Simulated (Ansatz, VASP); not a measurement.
## Al12H: VASP beside Ansatz

Contents of INCAR:

```
SYSTEM = Al12H
PREC     = Accurate       ! precision mode
ENCUT    = 520            ! plane-wave cutoff, eV
EDIFF    = 1E-6           ! SCF threshold, eV
ISMEAR   = 0              ! smearing method
SIGMA    = 0.1            ! smearing width, eV
LREAL    = .FALSE.        ! projectors in reciprocal space
LASPH    = .TRUE.         ! aspherical terms in the spheres
NELM     = 150            ! most SCF steps
ALGO     = Normal         ! electronic algorithm
ISIF     = 2              ! what is computed and relaxed
LWAVE    = .FALSE.        ! write WAVECAR
LCHARG   = .FALSE.        ! write CHGCAR
ISPIN    = 2              ! spin polarisation
MAGMOM   = 0 0 0 0 0 0 0 0 0 0 0 0 1 ! initial moments
LORBIT   = 11             ! projections on sites
LDIPOL   = .TRUE.       
IDIPOL   = 3            
DIPOL    = 0.5 0.5 0.312
GGA      = PE             ! functional
NBANDS   = 34             ! bands
```

The input KPOINTS:

```
regular mesh
0
G
  6 6 1
  0 0 0
```

POSCAR

```
Al12H
1.0
    5.7143028096      0.0000000000      0.0000000000
   -2.8571514048      4.9487313980      0.0000000000
    0.0000000000      0.0000000000     21.6016424764
Al H
12 1
Direct
    0.3333333333      0.1666666667      0.1851711047
    0.3333333333      0.6666666667      0.1851711047
    0.8333333333      0.1666666667      0.1851711047
    0.8333333333      0.6666666667      0.1851711047
    0.1666666667      0.3333333333      0.2916873740
    0.1666666667      0.8333333333      0.2916873740
    0.6666666667      0.3333333333      0.2916873740
    0.6666666667      0.8333333333      0.2916873740
    0.0000000000      0.0000000000      0.3981939098
    0.0000000000      0.5000000000      0.3981939098
    0.5000000000      0.0000000000      0.3981939098
    0.5000000000      0.5000000000      0.3981939098
    0.1666666667     -0.1666666667      0.5495712879
```

Input for Ansatz:

```yaml
crystal:
  lattice:
    - [5.7143028096, 0.0, 0.0]
    - [-2.8571514048, 4.948731398, 0.0]
    - [0.0, 0.0, 21.6016424764]
  atoms:
    - { symbol: Al, position: [0.3333333333, 0.1666666667, 0.1851711047] }
    - { symbol: Al, position: [0.3333333333, 0.6666666667, 0.1851711047] }
    - { symbol: Al, position: [0.8333333333, 0.1666666667, 0.1851711047] }
    - { symbol: Al, position: [0.8333333333, 0.6666666667, 0.1851711047] }
    - { symbol: Al, position: [0.1666666667, 0.3333333333, 0.291687374] }
    - { symbol: Al, position: [0.1666666667, 0.8333333333, 0.291687374] }
    - { symbol: Al, position: [0.6666666667, 0.3333333333, 0.291687374] }
    - { symbol: Al, position: [0.6666666667, 0.8333333333, 0.291687374] }
    - { symbol: Al, position: [0.0, 0.0, 0.3981939098] }
    - { symbol: Al, position: [0.0, 0.5, 0.3981939098] }
    - { symbol: Al, position: [0.5, 0.0, 0.3981939098] }
    - { symbol: Al, position: [0.5, 0.5, 0.3981939098] }
    - { symbol: H, position: [0.1666666667, -0.1666666667, 0.5495712879], spin: 1.0 }
basis:
  ecutwfc: 420
kpoints:
  mp_grid: { grid: [6, 6, 1] }
hamiltonian:
  xc: pbe
scf:
  occupations: { method: gaussian, width: 0.1 }
output:
  forces: true
  eigenvalues: true
  populations: true
magnetization:
  spin_polarized: true
efield:
  axis: 3
  dipole_correction: true
  ramp_width: 0.04
```

Alike in both runs: task single point; functional PBE; k mesh 6 × 6 × 1; occupations gaussian, width 0.1 eV; collinear spin.

|  | VASP | Ansatz |
| --- | --- | --- |
| version | VASP 6.6.1 | Ansatz 0.2.0 |
| potentials or method | VASP PAW PBE potentials, release 64 (Al, H), cutoff 520 eV | scalar-relativistic, plane waves, PAW |
| valence electrons in the cell | 37 | 37 |

```tsv
	VASP	Ansatz	Ansatz less VASP
gap on the k mesh at the Fermi level (eV)	none	none	-
rms of the force components (eV/Å)	0.014	0.014	+0.0001
net moment per atom (μB)	0.08	0.08	0.000
size of the moment on the site where the two differ most (μB)	0.37	0.91	+0.538
```

Site moments also hang on the region over which each program counts them. Atom by atom the forces differ by 0.001 eV/Å (rms over components). A gap of «none» marks a metal or a gap that the smearing closes. Ansatz's warnings: stability check not made.
